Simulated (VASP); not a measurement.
# B4N3 (C2) in VASP: further runs

B4N3 is run at these levels: PBE; tasks: single point, relaxation of cell and atoms.

Everything below comes from runs of VASP 6.6.1. Logs are shortened: lines on timing, memory, paths and dates and some standing lists are left out, and cuts for length are marked.

## (1) The cell of the first run

Symmetry: C2, No. 5, monoclinic system. Conventional cell: a = 4.926 Å, b = 8.387 Å, c = 3.316 Å, α = 90.00°, β = 119.57°, γ = 90.00°. Within 1.9 Å of B (site symmetry 1) lie 2 N at 1.45 to 1.48 Å. Within 1.9 Å of B (site symmetry 2) lie 2 N at 1.43 Å. B (site symmetry 2) has 3 N at 1.41 to 1.42 Å within 1.9 Å. Within 1.9 Å of N (site symmetry 2) lie 3 B at 1.41 to 1.45 Å. Within 1.9 Å of N (site symmetry 1) lie 3 B at 1.42 to 1.48 Å.

## (2) Single point, PBE

INCAR reads:

```
SYSTEM = B4N3
ALGO     = Normal         ! electronic algorithm
EDIFF    = 1E-6           ! SCF threshold, eV
ENCUT    = 600            ! plane-wave cutoff, eV
GGA      = PE             ! functional
GGA_COMPAT= .FALSE.      
ISIF     = 2              ! what is computed and relaxed
ISMEAR   = 0              ! smearing method
LASPH    = .TRUE.         ! aspherical terms in the spheres
LCHARG   = .TRUE.         ! write CHGCAR
LELF     = .TRUE.         ! ELF
LREAL    = .FALSE.        ! projectors in reciprocal space
LVHAR    = .TRUE.       
LWAVE    = .FALSE.        ! write WAVECAR
NBANDS   = 22             ! bands
NELM     = 120            ! most SCF steps
PREC     = Accurate       ! precision mode
SIGMA    = 0.1            ! smearing width, eV
```

KPOINTS reads:

```
k-points
0
G
  4 4 6
  0 0 0
```

POSCAR reads:

```
B4N3
1.0
    2.4631752088     -4.1935376920      0.0000000000
    2.4631752088      4.1935376920      0.0000000000
   -1.6366397710      0.0000000000      2.8839830948
B N
4 3
Direct
    0.0533834331      0.5451335894      0.6670381734
    0.4548664106      0.9466165669      0.3329618266
    0.4938894276      0.5061105724      0.5000000000
    0.0008945420      0.9991054580      0.5000000000
    0.8323180878      0.1676819122      0.5000000000
    0.8446708707      0.6800796743      0.5437470006
    0.3199203257      0.1553291293      0.4562529994
```

Potentials or basis: VASP PAW PBE potentials, release 64 (B, N).

Started as:

```sh
> cat potpaw_PBE.64/B/POTCAR potpaw_PBE.64/N/POTCAR > POTCAR
> mpirun -np 1 vasp_std > vasp.out
```

OUTCAR:

```text
SYSTEM = B4N3
   EDIFF = 1E-6
   ENCUT = 600
   GGA = PE
   ISIF = 2
   ISMEAR = 0
   LASPH = .TRUE.
   LREAL = .FALSE.
   NELM = 120
   PREC = Accurate

 ion  position               nearest neighbor table
   1  0.053  0.545  0.667-   5 1.45   6 1.48   2 2.12
   2  0.455  0.947  0.333-   5 1.45   7 1.48   1 2.12
   3  0.494  0.506  0.500-   6 1.43   7 1.43
   4  0.001  0.999  0.500-   5 1.41   6 1.42   7 1.42
   5  0.832  0.168  0.500-   4 1.41   2 1.45   1 1.45
   6  0.845  0.680  0.544-   4 1.42   3 1.43   1 1.48
   7  0.320  0.155  0.456-   4 1.42   3 1.43   2 1.48

  LATTYP: Found a base centered monoclinic cell.
 ALAT       =     4.9263504176
 B/A-ratio  =     1.7024926514
 C/A-ratio  =     0.6731177496
 COS(beta)  =    -0.4935563652

  Lattice vectors:

 A1 = (   2.4631752088,  -4.1935376920,   0.0000000000)
 A2 = (   2.4631752088,   4.1935376920,   0.0000000000)
 A3 = (  -1.6366397710,   0.0000000000,   2.8839830948)

Analysis of symmetry for initial positions (statically):
=====================================================================
 Subroutine PRICEL returns:
 Original cell was already a primitive cell.

 Routine SETGRP: Setting up the symmetry group for a
 base centered monoclinic supercell.

 Subroutine GETGRP returns: Found  2 space group operations
 (whereof  2 operations were pure point group operations)
 out of a pool of  4 trial point group operations.

The static configuration has the point symmetry C_2 .

Analysis of symmetry for dynamics (positions and initial velocities):
=====================================================================
 Subroutine PRICEL returns:
 Original cell was already a primitive cell.

 Routine SETGRP: Setting up the symmetry group for a
 base centered monoclinic supercell.

 Subroutine GETGRP returns: Found  2 space group operations
 (whereof  2 operations were pure point group operations)
 out of a pool of  4 trial point group operations.

The dynamic configuration has the point symmetry C_2 .

 Subroutine INISYM returns: Found  2 space group operations
 (whereof  2 operations are pure point group operations),
 and found     1 'primitive' translations

----------------------------------------------------------------------------------------

                                     Primitive cell

  volume of cell :      59.5797

  direct lattice vectors                    reciprocal lattice vectors
[... 103 lines left out ...]
   ISIF   =      2    stress and relaxation
   ISYM   =      2    0-nonsym 1-usesym 2-fastsym
   POTIM  = 0.5000    time-step for ionic-motion
   TEBEG  =    0.0;   TEEND  =   0.0 temperature during run
   PSTRESS=    0.0 pullay stress
   NELECT =      27.0000    total number of electrons
   NUPDOWN=      -1.0000    fix difference up-down
   EMIN   =  10.00;   EMAX   =-10.00  energy-range for DOS
   EFERMI =   0.00;   METHOD = LEGACY
   ISMEAR =     0;   SIGMA  =   0.10  broadening in eV -4-tet -1-fermi 0-gaus
   EFERMI_NEDOS =   21; number of points for ismear=-14 and -15
   IALGO  =     38    algorithm
   IMIX   =      4    mixing-type and parameters
     AMIX     =   0.40;   BMIX     =  1.00
     AMIX_MAG =   1.60;   BMIX_MAG =  1.00
  volume/ion in A,a.u.               =       8.51        57.44
  Fermi-wavevector in a.u.,A,eV,Ry     =   1.257467  2.376268 21.513845  1.581223
  Thomas-Fermi vector in A             =   2.391124
   LORBIT       =      0    0 simple, 1 ext, 2 COOP (PROOUT), +10 PAW based schemes
   GGA     = PE    functional components
   LHFCALC =     F    Hartree Fock is set to
   AEXX    =    0.0000 exact exchange contribution
   IVDW    =     0    specifies the selected vdW correction
   LEPSILON=     F    determine dielectric tensor
   LRPA    =     F    only Hartree local field effects (RPA)
 non-spin polarized calculation
 Gauss-broadening in eV      SIGMA  =   0.10
  energy-cutoff  :      600.00
  volume of cell :       59.58
 maximum number of plane-waves:      2006
 NGX is ok and might be reduce to    40
   NGX = 19   NGY = 19   NGZ = 13

 number of electron      27.0000002 magnetization

 Free energy of the ion-electron system (eV)
  ---------------------------------------------------
  ext. energy  EPLUGINS =         0.00000000
  ---------------------------------------------------
  free energy    TOTEN  =       -55.02867516 eV

  energy without entropy =      -55.02438358  energy(sigma->0) =      -55.02652937

 E-fermi :   4.8730     XC(G=0): -10.7528

 val. band max:        4.3894035812   @ k =   0.5000   0.5000   0.3333
 cond. band min:       4.8953338951   @ k =  -0.2500  -0.2500   0.3333
 fundamental gap:      0.5059303138
 Fermi energy:         4.8730414975

 k-point     1 :       0.0000    0.0000    0.0000
  band No.  band energies     occupation
      1     -14.8177      2.00000
      2     -11.6166      2.00000
      3     -11.6071      2.00000
      4      -6.0321      2.00000
      5      -5.1976      2.00000
      6      -4.9073      2.00000
[... 589 lines left out ...]
     21      14.8807      0.00000
     22      15.1857      0.00000

 [... further k-points ...]

------------------------ aborting loop because EDIFF is reached ----------------------------------------

  FORCE on cell =-STRESS in cart. coord.  units (eV):
  Direction    XX          YY          ZZ          XY          YZ          ZX
  --------------------------------------------------------------------------------------
  -------------------------------------------------------------------------------------
  Total       -0.0418646     -0.0518287     -0.0702774      0.0000000      0.0000000     -0.0198742
  in kB       -1.1257937     -1.3937409     -1.8898517      0.0000000      0.0000000     -0.5344424
  external PRESSURE =      -1.4697955 kB  Pullay stress =       0.0000000 kB

 VOLUME and BASIS-vectors are now :
 -----------------------------------------------------------------------------
  energy-cutoff  :      600.00
  volume of cell :       59.58
      direct lattice vectors                 reciprocal lattice vectors
     2.463175209 -4.193537692  0.000000000     0.202990026 -0.119231073  0.115195387
     2.463175209  4.193537692  0.000000000     0.202990026  0.119231073  0.115195387
    -1.636639771  0.000000000  2.883983095     0.000000000  0.000000000  0.346742671

 POSITION                                       TOTAL-FORCE (eV/Angst)
 -----------------------------------------------------------------------------------
      0.38255      2.06217      1.92373         0.002008     -0.003221     -0.004262
      2.90716      2.06217      0.96026        -0.002008     -0.003221      0.004262
      1.64486      0.05125      1.44199         0.000000      0.000314      0.000000
      1.64486      4.18604      1.44199         0.000000     -0.009736      0.000000
      1.64486     -2.78718      1.44199        -0.000000     -0.003002      0.000000
      2.86581     -0.69022      1.56816         0.012791      0.009433     -0.002269
      0.42390     -0.69022      1.31583        -0.012791      0.009433      0.002269
 -----------------------------------------------------------------------------------
    total drift:                               -0.000000      0.000123      0.000000

  FREE ENERGIE OF THE ION-ELECTRON SYSTEM (eV)
  ---------------------------------------------------
  free  energy   TOTEN  =       -55.0286751571 eV

  energy  without entropy=      -55.0243835849  energy(sigma->0) =      -55.02652937
```

OSZICAR:

```text
N       E                     dE             d eps       ncg     rms          rms(c)
DAV:   1     0.110831055136E+03    0.11083E+03   -0.14789E+04  1496   0.125E+03
DAV:   2    -0.523700760865E+02   -0.16320E+03   -0.15626E+03  1914   0.286E+02
DAV:   3    -0.604536540546E+02   -0.80836E+01   -0.80394E+01  1930   0.647E+01
DAV:   4    -0.605330810858E+02   -0.79427E-01   -0.79382E-01  1904   0.662E+00
DAV:   5    -0.605340407935E+02   -0.95971E-03   -0.95966E-03  2008   0.717E-01    0.142E+01
DAV:   6    -0.553879001431E+02    0.51461E+01   -0.16569E+01  1870   0.249E+01    0.613E+00
DAV:   7    -0.551324972026E+02    0.25540E+00   -0.92024E-01  1892   0.657E+00    0.399E+00
DAV:   8    -0.550335941536E+02    0.98903E-01   -0.36109E-01  1892   0.350E+00    0.533E-01
DAV:   9    -0.550280004671E+02    0.55937E-02   -0.30581E-02  1844   0.120E+00    0.233E-01
DAV:  10    -0.550285654058E+02   -0.56494E-03   -0.19040E-03  1858   0.298E-01    0.589E-02
DAV:  11    -0.550286570316E+02   -0.91626E-04   -0.16796E-04  1902   0.905E-02    0.212E-02
DAV:  12    -0.550286714114E+02   -0.14380E-04   -0.19419E-05  1960   0.321E-02    0.917E-03
DAV:  13    -0.550286748120E+02   -0.34006E-05   -0.37603E-06  1850   0.150E-02    0.272E-03
DAV:  14    -0.550286751571E+02   -0.34511E-06   -0.49568E-07  1264   0.506E-03
   1 F= -.55028675E+02 E0= -.55026529E+02  d E =-.429157E-02
```

It took 23 s on 1 thread of Intel Xeon 6975P-C (Granite Rapids), shared host; peak memory 0.21 GiB.

Results:

- Free energy: -55.0287 eV
- Pressure: -0.1 GPa
- Largest force: 0.016 eV/Å
- Band gap on the k mesh: zero (an odd number of electrons rules out a gap without spin polarisation)

Forces in eV/Å, atoms in the order of the input:
```
B    0.002 -0.003 -0.004
B   -0.002 -0.003  0.004
B    0.000  0.000  0.000
B    0.000 -0.010  0.000
N    0.000 -0.003  0.000
N    0.013  0.009 -0.002
N   -0.013  0.009  0.002
```

Caveat: the k points lie up to 0.41 Å⁻¹ apart, too coarse for converged energies and pressures of a metal.

## (3) Relaxation of cell and atoms, PBE

INCAR reads:

```
PREC     = Accurate       # precision mode
ENCUT    = 600            # plane-wave cutoff, eV
EDIFF    = 1E-6           # SCF threshold, eV
ISMEAR   = 0              # smearing method
SIGMA    = 0.1            # smearing width, eV
LREAL    = False          # projectors in reciprocal space
LASPH    = True           # aspherical terms in the spheres
NELM     = 100            # most SCF steps
ALGO     = Normal         # electronic algorithm
ISIF     = 3              # what is computed and relaxed
LWAVE    = False          # write WAVECAR
LCHARG   = False          # write CHGCAR
GGA      = PE             # functional
IBRION   = 2              # ionic algorithm
NSW      = 100            # ionic steps
EDIFFG   = -0.01          # ionic threshold
```

KPOINTS reads:

```
regular mesh
0
Gamma
  8 8 10
```

POSCAR is that of step 2.

Potentials or basis: VASP PAW PBE potentials, release 64 (B, N).

Started as:

```sh
> cat potpaw_PBE.64/B/POTCAR potpaw_PBE.64/N/POTCAR > POTCAR
> mpirun -np 1 vasp_std > vasp.out
```

Wall time 18 min (1 thread of Intel Xeon Platinum 8488C (Sapphire Rapids), shared host); peak memory 0.34 GiB.

The run converged. Its results:

* Free energy: -55.0222 eV
* Relaxed volume: 8.49 Å³/atom
* Relaxed cell: a = 4.874 Å, b = 4.874 Å, c = 3.324 Å, α = 104.84°, β = 104.84°, γ = 119.22°
* Space group after relaxing (to 0.1 Å): C2 (No. 5)
* Energy gained by relaxing: 0.4 meV/atom
* Ionic steps: 19
* Pressure after relaxing: 0.0 GPa
* Largest force after relaxing: 0.007 eV/Å
* Band gap on the k mesh: zero (an odd number of electrons rules out a gap without spin polarisation)

Forces on the atoms (eV/Å):
```
B    0.003 -0.001  0.002
B   -0.003 -0.001 -0.002
B    0.000  0.003  0.000
B    0.000 -0.001  0.000
N    0.000 -0.004  0.000
N    0.001  0.002  0.006
N   -0.001  0.002 -0.006
```

Step by step:
| step | energy change (eV) | largest force (eV/Å) | pressure (GPa) | volume (Å³) |
| --- | --- | --- | --- | --- |
| 1 | 0.0000 | 0.0409 | -0.15 | 59.58 |
| 2 | -0.0002 | 0.1063 | 0.10 | 59.51 |
| 3 | -0.0002 | 0.0782 | 0.05 | 59.53 |
| 4 | -0.0004 | 0.0672 | 0.07 | 59.51 |
| 5 | -0.0010 | 0.0510 | 0.17 | 59.45 |
| 6 | -0.0015 | 0.1237 | 0.38 | 59.33 |
| 7 | -0.0019 | 0.0574 | 0.24 | 59.34 |
| 8 | -0.0021 | 0.0675 | 0.00 | 59.36 |
| 9 | -0.0024 | 0.0617 | -0.03 | 59.36 |
| 10 | -0.0027 | 0.0542 | -0.11 | 59.39 |
| 11 | -0.0029 | 0.0210 | 0.12 | 59.37 |
| 12 | -0.0029 | 0.0209 | 0.13 | 59.37 |
| 13 | -0.0030 | 0.0138 | 0.04 | 59.39 |
| 14 | -0.0030 | 0.0293 | -0.01 | 59.41 |
| 15 | -0.0030 | 0.0125 | -0.01 | 59.42 |
| 16 | -0.0030 | 0.0169 | -0.01 | 59.42 |
| 17 | -0.0030 | 0.0111 | 0.02 | 59.43 |
| 18 | -0.0030 | 0.0122 | 0.05 | 59.43 |
| 19 | -0.0031 | 0.0067 | 0.01 | 59.45 |

Final structure:
```
B N
1.0
     2.46592   -4.20453   -0.01870
     2.46592    4.20453   -0.01870
    -1.66035    0.00000    2.87935
B N
4 3
Cartesian
  0.3631 2.0738 1.9409
  2.9084 2.0738 0.9010
  1.6357 0.0347 1.4210
  1.6357 4.1992 1.4210
  1.6357 -2.7924 1.4210
  2.8602 -0.6921 1.5318
  0.4113 -0.6921 1.3102
```

Levels at points of the mesh, in eV from the Fermi level:
```tsv
k point	band 11	band 12	band 13	band 14	band 15	band 16
(0.00, 0.00, 0.00)	-4.14	-2.78	-1.75	1.05	1.39	4.57
(0.50, 0.00, 0.00)	-3.32	-2.95	-1.74	1.02	2.92	3.81
(0.50, 0.50, 0.00)	-3.24	-3.20	-3.13	0.40	2.03	3.84
(0.00, 0.00, 0.50)	-3.60	-2.80	-1.76	-1.20	2.08	3.80
(0.50, 0.00, 0.50)	-4.88	-2.90	-2.55	-0.93	2.25	3.62
(0.50, 0.50, 0.50)	-4.89	-2.57	-1.69	-0.68	2.39	4.23
```

The gap in the log of VASP goes by the Fermi energy; the results here count the filled bands.